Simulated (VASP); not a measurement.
# Si7Ge (P-42m) in VASP: a series of runs

The runs below take Si7Ge through single point, with r2SCAN.

Everything below comes from runs of VASP 6.6.1. Logs are shortened: lines on timing, memory, paths and dates and some standing lists are left out, and cuts for length are marked.

**1. The cell of the first run**

It takes space group P-42m (No. 111, tetragonal). Conventional cell: a = 5.468 Å, b = 5.468 Å, c = 5.468 Å, α = 90.00°, β = 90.00°, γ = 90.00°. Within 2.9 Å of Si (site symmetry m) lie 3 Si at 2.22 to 2.43 Å and 1 Ge at 2.40 Å. Within 3.2 Å of Si (site symmetry 222) lie 4 Si at 2.43 Å. Si (site symmetry -42m) has 4 Si at 2.22 Å within 2.9 Å. Within 3.2 Å of Ge (site symmetry -42m) lie 4 Si at 2.40 Å.

**2. Single point, r2SCAN (atoms displaced along a vibrational mode)**

POSCAR reads:

```
Si7Ge
1.0
    5.4679684304      0.0000000000      0.0000000000
    0.0000000000      5.4679684304      0.0000000000
    0.0000000000      0.0000000000      5.4679684304
Si Ge
7 1
Direct
    0.2636300261      0.2636300261      0.2300322223
    0.0000000000      0.5000000000      0.5000000000
    0.5000000000      0.5000000000      0.0000000000
    0.5000000000      0.0000000000      0.5000000000
    0.7363699739      0.2636300261      0.7699677777
    0.7363699739      0.7363699739      0.2300322223
    0.2636300261      0.7363699739      0.7699677777
    0.0000000000      0.0000000000      0.0000000000
```

INCAR.step1 reads:

```
SYSTEM = Si7Ge
ALGO = Normal
EDIFF = 1E-4
ENCUT = 520
GGA = PE
ISMEAR = 0
LASPH = .True.
LCHARG = .False.
LREAL = .False.
LWAVE = .True.
NBANDS = 31
NELM = 80
PREC = Accurate
SIGMA = 0.05
```

INCAR.step2 reads:

```
SYSTEM = Si7Ge
ALGO = Normal
EDIFF = 1E-6
ENCUT = 520
ISIF = 2
ISMEAR = 0
ISTART = 1
LASPH = .True.
LCHARG = .False.
LMIXTAU = .True.
LREAL = .False.
LWAVE = .False.
METAGGA = R2SCAN
NBANDS = 31
NELM = 80
PREC = Accurate
SIGMA = 0.05
```

KPOINTS reads:

```
k-points
0
Gamma
  6 6 6
  0 0 0
```

Potentials or basis: VASP PAW PBE potentials, release 64 (Si, Ge_d).

Command:

```sh
$ cat potpaw_PBE.64/Si/POTCAR potpaw_PBE.64/Ge_d/POTCAR > POTCAR
$ cp INCAR.step1 INCAR
$ mpirun -np 1 vasp_std > vasp.out
$ cp INCAR.step2 INCAR
$ mpirun -np 1 vasp_std > vasp.out
```

OUTCAR:

```text
SYSTEM = Si7Ge
   EDIFF = 1E-6
   ENCUT = 520
   ISIF = 2
   ISMEAR = 0
   ISTART = 1
   LASPH = .True.
   LREAL = .False.
   METAGGA = R2SCAN
   NELM = 80
   PREC = Accurate

 ion  position               nearest neighbor table
   1  0.264  0.264  0.230-   3 2.22   8 2.40   4 2.43   2 2.43
   2  0.000  0.500  0.500-   1 2.43   5 2.43   6 2.43   7 2.43
   3  0.500  0.500  0.000-   1 2.22   5 2.22   6 2.22   7 2.22
   4  0.500  0.000  0.500-   1 2.43   5 2.43   6 2.43   7 2.43
   5  0.736  0.264  0.770-   3 2.22   8 2.40   4 2.43   2 2.43
   6  0.736  0.736  0.230-   3 2.22   8 2.40   4 2.43   2 2.43
   7  0.264  0.736  0.770-   3 2.22   8 2.40   4 2.43   2 2.43
   8  0.000  0.000  0.000-   1 2.40   5 2.40   6 2.40   7 2.40

  LATTYP: Found a simple cubic cell.
 ALAT       =     5.4679684304

  Lattice vectors:

 A1 = (   5.4679684304,   0.0000000000,   0.0000000000)
 A2 = (   0.0000000000,   5.4679684304,   0.0000000000)
 A3 = (   0.0000000000,   0.0000000000,   5.4679684304)

Analysis of symmetry for initial positions (statically):
=====================================================================
 Subroutine PRICEL returns:
 Original cell was already a primitive cell.

 Routine SETGRP: Setting up the symmetry group for a
 simple cubic supercell.

 Subroutine GETGRP returns: Found  8 space group operations
 (whereof  8 operations were pure point group operations)
 out of a pool of 48 trial point group operations.

The static configuration has the point symmetry D_2d.

Analysis of symmetry for dynamics (positions and initial velocities):
=====================================================================
 Subroutine PRICEL returns:
 Original cell was already a primitive cell.

 Routine SETGRP: Setting up the symmetry group for a
 simple cubic supercell.

 Subroutine GETGRP returns: Found  8 space group operations
 (whereof  8 operations were pure point group operations)
 out of a pool of 48 trial point group operations.

The dynamic configuration has the point symmetry D_2d.

 Subroutine INISYM returns: Found  8 space group operations
 (whereof  8 operations are pure point group operations),
 and found     1 'primitive' translations

----------------------------------------------------------------------------------------

                                     Primitive cell

  volume of cell :     163.4850

  direct lattice vectors                    reciprocal lattice vectors
     5.467968430  0.000000000  0.000000000     0.182883280  0.000000000  0.000000000
     0.000000000  5.467968430  0.000000000     0.000000000  0.182883280  0.000000000
     0.000000000  0.000000000  5.467968430     0.000000000  0.000000000  0.182883280

  length of vectors
     5.467968430  5.467968430  5.467968430     0.182883280  0.182883280  0.182883280

  position of ions in fractional coordinates (direct lattice)
     0.263630026  0.263630026  0.230032222
     0.000000000  0.500000000  0.500000000
     0.500000000  0.500000000  0.000000000
     0.500000000  0.000000000  0.500000000
     0.736369974  0.263630026  0.769967778
     0.736369974  0.736369974  0.230032222
     0.263630026  0.736369974  0.769967778
     0.000000000  0.000000000  0.000000000

  ion indices of the primitive-cell ions
   primitive index   ion index
                 1           1
                 2           2
                 3           3
                 4           4
                 5           5
                 6           6
                 7           7
                 8           8

----------------------------------------------------------------------------------------

 KPOINTS: k-points

Automatic generation of k-mesh.
 Grid dimensions read from file:
 generate k-points for:    6    6    6

 Generating k-lattice:

  Cartesian coordinates                     Fractional coordinates (reciprocal lattice)
     0.030480547  0.000000000  0.000000000     0.166666667  0.000000000  0.000000000
     0.000000000  0.030480547  0.000000000     0.000000000  0.166666667  0.000000000
     0.000000000  0.000000000  0.030480547     0.000000000  0.000000000  0.166666667

  Length of vectors
     0.030480547  0.030480547  0.030480547

  Shift w.r.t. Gamma in fractional coordinates (k-lattice)
     0.000000000  0.000000000  0.000000000

 Subroutine IBZKPT returns following result:
 ===========================================

 Found     40 irreducible k-points:

 Following reciprocal coordinates:
            Coordinates               Weight
  0.000000  0.000000  0.000000      1.000000
  0.166667  0.000000  0.000000      4.000000
  0.000000  0.000000  0.166667      2.000000
  0.333333  0.000000  0.000000      4.000000
  0.000000  0.000000  0.333333      2.000000
  0.500000  0.000000  0.000000      2.000000
[... 16 lines left out ...]
  0.166667  0.166667  0.166667      8.000000
  0.333333  0.166667  0.166667     16.000000
 [... further k-points ...]
   k-points           NKPTS =     40   k-points in BZ     NKDIM =     40   number of bands    NBANDS=     31
   number of dos      NEDOS =    301   number of ions     NIONS =      8
   total plane-waves  NPLWV =  74088
   dimension x,y,z NGX =    42 NGY =   42 NGZ =   42
   dimension x,y,z NGXF=    84 NGYF=   84 NGZF=   84
   ions per type =               7   1
   NGX,Y,Z   is equivalent  to a cutoff of  12.77, 12.77, 12.77 a.u.
   NGXF,Y,Z  is equivalent  to a cutoff of  25.54, 25.54, 25.54 a.u.
 SYSTEM =  Si7Ge
   PREC   = accura    normal or accurate (medium, high low for compatibility)
   ISTART =      1    job   : 0-new  1-cont  2-samecut
   ICHARG =      0    charge: 1-file 2-atom 10-const
   ISPIN  =      1    spin polarized calculation?
   LNONCOLLINEAR =      F non collinear calculations
   LSORBIT =      F    spin-orbit coupling
   LASPH  =      T    aspherical Exc in radial PAW
   ENCUT  =  520.0 eV  38.22 Ry    6.18 a.u.  10.17 10.17 10.17*2*pi/ulx,y,z
   NELM   =     80;   NELMIN=  2; NELMDL=  0     # of ELM steps
   EDIFF  = 0.1E-05   stopping-criterion for ELM
   LREAL  =      F    real-space projection
   EDIFFG = 0.1E-04   stopping-criterion for IOM
   NSW    =      0    number of steps for IOM
   IBRION =     -1    ionic relax: 0-MD 1-quasi-New 2-CG
   NFREE  =      0    steps in history (QN), initial steepest desc. (CG)
   ISIF   =      2    stress and relaxation
   ISYM   =      2    0-nonsym 1-usesym 2-fastsym
   POTIM  = 0.5000    time-step for ionic-motion
   TEBEG  =    0.0;   TEEND  =   0.0 temperature during run
   PSTRESS=    0.0 pullay stress
   NELECT =      42.0000    total number of electrons
   NUPDOWN=      -1.0000    fix difference up-down
   EMIN   =  10.00;   EMAX   =-10.00  energy-range for DOS
   EFERMI =   0.00;   METHOD = LEGACY
   ISMEAR =     0;   SIGMA  =   0.05  broadening in eV -4-tet -1-fermi 0-gaus
   EFERMI_NEDOS =   21; number of points for ismear=-14 and -15
   IALGO  =     38    algorithm
   IMIX   =      4    mixing-type and parameters
     AMIX     =   0.40;   BMIX     =  1.00
     AMIX_MAG =   1.60;   BMIX_MAG =  1.00
  volume/ion in A,a.u.               =      20.44       137.91
  Fermi-wavevector in a.u.,A,eV,Ry     =   1.040715  1.966667 14.736311  1.083088
  Thomas-Fermi vector in A             =   2.175304
   LORBIT       =      0    0 simple, 1 ext, 2 COOP (PROOUT), +10 PAW based schemes
   METAGGA = R2SCAN    functional components
   LHFCALC =     F    Hartree Fock is set to
   AEXX    =    0.0000 exact exchange contribution
   IVDW    =     0    specifies the selected vdW correction
   LEPSILON=     F    determine dielectric tensor
   LRPA    =     F    only Hartree local field effects (RPA)
 non-spin polarized calculation
 Gauss-broadening in eV      SIGMA  =   0.05
  energy-cutoff  :      520.00
  volume of cell :      163.49
 maximum number of plane-waves:      4436
 NGX is ok and might be reduce to    42
   NGX = 21   NGY = 21   NGZ = 21

 number of electron      42.0000023 magnetization

 Free energy of the ion-electron system (eV)
  ---------------------------------------------------
  ext. energy  EPLUGINS =         0.00000000
  ---------------------------------------------------
  free energy    TOTEN  =       -74.40540135 eV

  energy without entropy =      -74.40540135  energy(sigma->0) =      -74.40540135

 E-fermi :   5.7796     XC(G=0):  -9.9747

 val. band max:        5.5683546557   @ k =   0.0000   0.0000   0.0000
 cond. band min:       5.9827535312   @ k =   0.0000   0.0000   0.0000
 fundamental gap:      0.4143988755
 Fermi energy:         5.7796436371

 k-point     1 :       0.0000    0.0000    0.0000
  band No.  band energies     occupation
      1     -19.2843      2.00000
      2     -19.2843      2.00000
      3     -19.2839      2.00000
      4     -19.2617      2.00000
      5     -19.2479      2.00000
      6      -7.1643      2.00000
[... 23 lines left out ...]
     30       8.4170      0.00000
     31       8.9743      0.00000

 k-point     2 :       0.1667    0.0000    0.0000
  band No.  band energies     occupation
      1     -19.2843      2.00000
      2     -19.2843      2.00000
      3     -19.2840      2.00000
      4     -19.2617      2.00000
      5     -19.2479      2.00000
      6      -7.0407      2.00000
[... 23 lines left out ...]
     30       9.0470      0.00000
     31       9.6515      0.00000

 k-point     3 :       0.0000    0.0000    0.1667
  band No.  band energies     occupation
      1     -19.2843      2.00000
      2     -19.2843      2.00000
      3     -19.2840      2.00000
      4     -19.2617      2.00000
      5     -19.2479      2.00000
      6      -7.0522      2.00000
[... 23 lines left out ...]
     30       9.0369      0.00000
     31       9.6630      0.00000

 k-point     4 :       0.3333    0.0000    0.0000
  band No.  band energies     occupation
      1     -19.2844      2.00000
      2     -19.2843      2.00000
      3     -19.2840      2.00000
      4     -19.2617      2.00000
      5     -19.2478      2.00000
      6      -6.6758      2.00000
[... 23 lines left out ...]
     30      10.2897      0.00000
     31      10.3456      0.00000

 k-point     5 :       0.0000    0.0000    0.3333
  band No.  band energies     occupation
      1     -19.2843      2.00000
      2     -19.2843      2.00000
      3     -19.2839      2.00000
      4     -19.2617      2.00000
      5     -19.2479      2.00000
      6      -6.7434      2.00000
[... 23 lines left out ...]
     30      10.3172      0.00000
     31      10.3172      0.00000
[... 542 lines left out ...]
     30      10.6362      0.00000
     31      11.0340      0.00000

 k-point    22 :       0.0000    0.5000    0.5000
  band No.  band energies     occupation
      1     -19.2845      2.00000
      2     -19.2844      2.00000
      3     -19.2840      2.00000
      4     -19.2616      2.00000
      5     -19.2478      2.00000
      6      -5.6385      2.00000
[... 23 lines left out ...]
     30      10.6617      0.00000
     31      10.9218      0.00000

 k-point    23 :       0.1667    0.1667    0.1667
  band No.  band energies     occupation
      1     -19.2843      2.00000
      2     -19.2843      2.00000
      3     -19.2840      2.00000
      4     -19.2617      2.00000
      5     -19.2479      2.00000
      6      -6.8093      2.00000
[... 23 lines left out ...]
     30       9.1636      0.00000
     31      11.1952      0.00000

 k-point    24 :       0.3333    0.1667    0.1667
  band No.  band energies     occupation
      1     -19.2844      2.00000
      2     -19.2843      2.00000
      3     -19.2840      2.00000
      4     -19.2617      2.00000
      5     -19.2478      2.00000
      6      -6.4550      2.00000
[... 23 lines left out ...]
     30      10.3201      0.00000
     31      10.9695      0.00000

 [... further k-points ...]

------------------------ aborting loop because EDIFF is reached ----------------------------------------

  FORCE on cell =-STRESS in cart. coord.  units (eV):
  Direction    XX          YY          ZZ          XY          YZ          ZX
  --------------------------------------------------------------------------------------
  -------------------------------------------------------------------------------------
  Total        1.3281417      1.3281417      0.5292397      0.0000000     -0.0000000      0.0000000
  in kB       13.0159839     13.0159839      5.1866271      0.0000000     -0.0000000      0.0000000
  external PRESSURE =      10.4061983 kB  Pullay stress =       0.0000000 kB

 VOLUME and BASIS-vectors are now :
 -----------------------------------------------------------------------------
  energy-cutoff  :      520.00
  volume of cell :      163.49
      direct lattice vectors                 reciprocal lattice vectors
     5.467968430  0.000000000  0.000000000     0.182883280  0.000000000  0.000000000
     0.000000000  5.467968430  0.000000000     0.000000000  0.182883280  0.000000000
     0.000000000  0.000000000  5.467968430     0.000000000  0.000000000  0.182883280

 POSITION                                       TOTAL-FORCE (eV/Angst)
 -----------------------------------------------------------------------------------
      1.44152      1.44152      1.25781        -1.307810     -1.307810      2.301448
      0.00000      2.73398      2.73398         0.000000      0.000000      0.000000
      2.73398      2.73398      0.00000         0.000000      0.000000      0.000000
      2.73398      0.00000      2.73398         0.000000      0.000000      0.000000
      4.02645      1.44152      4.21016         1.307810     -1.307810     -2.301448
      4.02645      4.02645      1.25781         1.307810      1.307810      2.301448
      1.44152      4.02645      4.21016        -1.307810      1.307810     -2.301448
      0.00000      0.00000      0.00000         0.000000      0.000000      0.000000
 -----------------------------------------------------------------------------------
    total drift:                               -0.000000     -0.000000      0.000000

  FREE ENERGIE OF THE ION-ELECTRON SYSTEM (eV)
  ---------------------------------------------------
  free  energy   TOTEN  =       -74.4054013545 eV

  energy  without entropy=      -74.4054013545  energy(sigma->0) =      -74.40540135
```

Run time: 35 min. Hardware: 1 thread of AMD EPYC, shared host; peak memory 0.35 GiB.

What came out:

* Free energy: -74.4054 eV
* Pressure: 1.0 GPa
* Largest force: 2.953 eV/Å
* Band gap on the k mesh: 0.41 eV

Forces on the atoms (eV/Å):
```
Si  -1.308 -1.308  2.301
Si   0.000  0.000  0.000
Si   0.000  0.000  0.000
Si   0.000  0.000  0.000
Si   1.308 -1.308 -2.301
Si   1.308  1.308  2.301
Si  -1.308  1.308 -2.301
Ge   0.000  0.000  0.000
```

Stress tensor (GPa, compression positive):
```
1.30 0.00 0.00
0.00 1.30 0.00
0.00 0.00 0.52
```

Levels at points of the mesh, in eV from the valence-band top:
| k point | band 17 | band 18 | band 19 | band 20 | band 21 | band 22 | band 23 | band 24 | band 25 | band 26 |
| --- | --- | --- | --- | --- | --- | --- | --- | --- | --- | --- |
| (0.00, 0.00, 0.00) | -2.89 | -2.85 | -0.02 | -0.02 | 0.00 | 0.41 | 0.43 | 0.96 | 0.99 | 0.99 |
| (0.50, 0.00, 0.00) | -3.38 | -2.24 | -2.20 | -1.65 | -1.64 | 1.10 | 1.41 | 3.13 | 3.41 | 4.34 |
| (0.00, 0.00, 0.50) | -3.38 | -2.42 | -2.42 | -1.52 | -1.52 | 1.13 | 1.31 | 3.10 | 3.53 | 4.26 |
| (0.50, 0.50, 0.00) | -3.54 | -1.82 | -1.82 | -1.32 | -0.78 | 2.16 | 2.35 | 2.94 | 2.94 | 4.69 |
| (0.00, 0.50, 0.50) | -3.56 | -1.73 | -1.62 | -1.46 | -0.81 | 2.22 | 2.36 | 2.85 | 3.07 | 4.82 |
| (0.50, 0.50, 0.50) | -1.20 | -1.20 | -1.04 | -0.76 | -0.75 | 1.24 | 1.65 | 1.65 | 1.77 | 2.89 |

Caveat: the cell differs from its parent crystal (atoms displaced along a vibrational mode); the PAW data sets were made with another functional, which shifts forces and pressure a little. A k mesh can miss the band edges.

**3. Single point, r2SCAN (atoms displaced along a vibrational mode)**

POSCAR reads:

```
Si7Ge
1.0
    5.4679684304      0.0000000000      0.0000000000
    0.0000000000      5.4679684304      0.0000000000
    0.0000000000      0.0000000000      5.4679684304
Si Ge
7 1
Direct
    0.2720294771      0.2720294771      0.2132333204
    0.0000000000      0.5000000000      0.5000000000
    0.5000000000      0.5000000000      0.0000000000
    0.5000000000      0.0000000000      0.5000000000
    0.7279705229      0.2720294771      0.7867666796
    0.7279705229      0.7279705229      0.2132333204
    0.2720294771      0.7279705229      0.7867666796
    0.0000000000      0.0000000000      0.0000000000
```

INCAR.step1 reads:

```
ALGO = Normal ; EDIFF = 1E-4
ENCUT = 520 ; GGA = PE
ISMEAR = 0 ; LASPH = True
LCHARG = False ; LREAL = False
LWAVE = True ; NBANDS = 31
NELM = 60 ; PREC = Accurate
SIGMA = 0.05
```

INCAR.step2 reads:

```
ALGO = Normal ; EDIFF = 1E-6
ENCUT = 520 ; ISIF = 2
ISMEAR = 0 ; ISTART = 1
LASPH = True ; LCHARG = False
LMIXTAU = True ; LREAL = False
LWAVE = False ; METAGGA = R2SCAN
NBANDS = 31 ; NELM = 60
PREC = Accurate ; SIGMA = 0.05
```

KPOINTS reads:

```
k-points
0
Gamma
  6 6 6
```

Potentials or basis: VASP PAW PBE potentials, release 64 (Si, Ge_d).

Command:

```sh
$ cat potpaw_PBE.64/Si/POTCAR potpaw_PBE.64/Ge_d/POTCAR > POTCAR
$ cp INCAR.step1 INCAR
$ mpirun -np 1 vasp_std > vasp.out
$ cp INCAR.step2 INCAR
$ mpirun -np 1 vasp_std > vasp.out
```

Wall time 30 min (1 thread of AMD EPYC, shared host); peak memory 0.36 GiB.

The run converged. Its results:

```yaml
Free_energy: -72.5089 eV
Pressure: 3.8 GPa
Largest_force: 5.580 eV/Å
Band_gap_on_the_k_mesh: zero (bands 21 and 22 overlap by 0.03 eV)
```

Forces on the atoms (eV/Å):
```
Si  -2.658 -2.658  4.123
Si   0.000  0.000  0.000
Si   0.000  0.000  0.000
Si   0.000  0.000  0.000
Si   2.658 -2.658 -4.123
Si   2.658  2.658  4.123
Si  -2.658  2.658 -4.123
Ge   0.000  0.000  0.000
```

Stress tensor (GPa, compression positive):
```
4.70 0.00 0.00
0.00 4.70 0.00
0.00 0.00 1.98
```

Levels at points of the mesh, in eV from the Fermi level:
```csv
k point,band 19,band 20,band 21,band 22,band 23,band 24
"(0.00, 0.00, 0.00)",-0.19,-0.10,-0.06,-0.06,0.18,0.96
"(0.50, 0.00, 0.00)",-2.13,-1.45,-1.37,0.96,1.23,2.83
"(0.00, 0.00, 0.50)",-2.70,-1.18,-1.18,0.82,1.12,3.00
"(0.50, 0.50, 0.00)",-2.16,-1.24,-0.38,1.69,1.88,3.09
"(0.00, 0.50, 0.50)",-1.59,-1.55,-0.44,1.83,2.05,2.89
"(0.50, 0.50, 0.50)",-0.78,-0.54,-0.52,1.03,1.40,1.40
```

Caveat: the cell differs from its parent crystal (atoms displaced along a vibrational mode); the cell stands under pressure; semilocal functionals underestimate gaps, so a narrow gap can read as zero; the PAW data sets were made with another functional, which shifts forces and pressure a little.
